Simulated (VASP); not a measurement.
Crystal: Sb.

```xyz
2
Lattice="2.1542 1.2437 3.7580 -2.1542 1.2437 3.7580 0.0000 -2.4875 3.7580" Properties=species:S:1:pos:R:3 pbc="T T T"
Sb    0.0000    0.0000    8.6416
Sb    0.0000    0.0000    2.6324
```

```yaml
Program: VASP 6.6.1
Task: relaxation of cell and atoms
Functional: BLYP
Dispersion: D3(BJ)
Potentials_or_basis: VASP PAW PBE potentials, release 64 (Sb)
Cutoff: 600 eV
k_mesh: 8 × 8 × 8
Occupations: fermi-dirac, width 0.05 eV
Spin: no spin polarisation
```

At the start: pressure 1.0 GPa; volume 30.21 Å³/atom.

**Question.** How do energy, volume and symmetry change on relaxing?

**Answer.** Over 7 steps the energy falls by 3.2 meV/atom and the volume is 30.36 Å³/atom (+0.5 %); space group R-3m (No. 166, to 0.05 Å).

Step by step:
```
step  energy change (eV)  largest force (eV/Å)  pressure (GPa)  volume (Å³)
   1              0.0000                0.2047            1.00        60.41
   2             -0.0029                0.0276           -0.82        62.07
   3             -0.0046                0.0571           -0.15        61.43
   4             -0.0053                0.0438           -0.11        61.27
   5             -0.0064                0.0054            0.04        60.79
   6             -0.0064                0.0010            0.04        60.73
   7             -0.0064                0.0002            0.03        60.72
```

Final structure:
```cif
data_structure
_symmetry_space_group_name_H-M 'P 1'
_symmetry_Int_Tables_number 1
_cell_length_a 4.4849
_cell_length_b 4.4849
_cell_length_c 4.4849
_cell_angle_alpha 57.902
_cell_angle_beta 57.902
_cell_angle_gamma 57.902
_cell_volume 60.72
loop_
_atom_site_label
_atom_site_type_symbol
_atom_site_fract_x
_atom_site_fract_y
_atom_site_fract_z
_atom_site_occupancy
Sb1 Sb 0.76478 0.76478 0.76478 1
Sb2 Sb 0.23522 0.23522 0.23522 1
```

Caveat: the PAW data sets were made with another functional, which shifts forces and pressure a little; pairwise dispersion overbinds metals, which lowers pressure and volume.
